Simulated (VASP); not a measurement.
A run of VASP 6.6.1:

INCAR

```
SYSTEM = MoS
  ALGO = Normal
  EDIFF = 1E-6
  ENCUT = 520
  GGA = PS
  ISIF = 2
  ISMEAR = 0
  LASPH = .True.
  LCHARG = .False.
  LDAU = .True.
  LDAUJ = 0 0
  LDAUL = 2 -1
  LDAUPRINT = 1
  LDAUTYPE = 2
  LDAUU = 4 0
  LMAXMIX = 4
  LREAL = .False.
  LWAVE = .False.
  NBANDS = 28
  NELM = 150
  PREC = Accurate
  SIGMA = 0.05
```

KPOINTS

```
k-points
0
Gamma
  18 18 8
  0 0 0
```

The input POSCAR:

```
MoS
1.0
    3.1903878410      0.0000000000      0.0000000000
   -1.5951939205      2.7629569182      0.0000000000
    0.0000000000      0.0000000000      6.4037196669
Mo S
2 2
Direct
    0.0000000000      0.0000000000      0.0000000000
    0.0000000000      0.0000000000      0.5000000000
    0.3333333333      0.6666666667      0.2500000000
    0.6666666667      0.3333333333      0.7500000000
```

Potentials or basis: VASP PAW PBE potentials, release 64 (Mo_sv, S).

Launch:

```sh
$ cat potpaw_PBE.64/Mo_sv/POTCAR potpaw_PBE.64/S/POTCAR > POTCAR
$ mpirun -np 1 vasp_std > vasp.out
```

Hardware: 1 thread of Intel(R) Xeon(R) Platinum 8481C CPU @ 2.70GHz (Sapphire Rapids), with other jobs on the host.

Problem. How long does it take, and how much memory?

Solution. It took 74 s on 1 thread of Intel(R) Xeon(R) Platinum 8481C CPU @ 2.70GHz (Sapphire Rapids) (shared host), peak memory 0.34 GiB. Counts: scf iterations 14, k points 185.
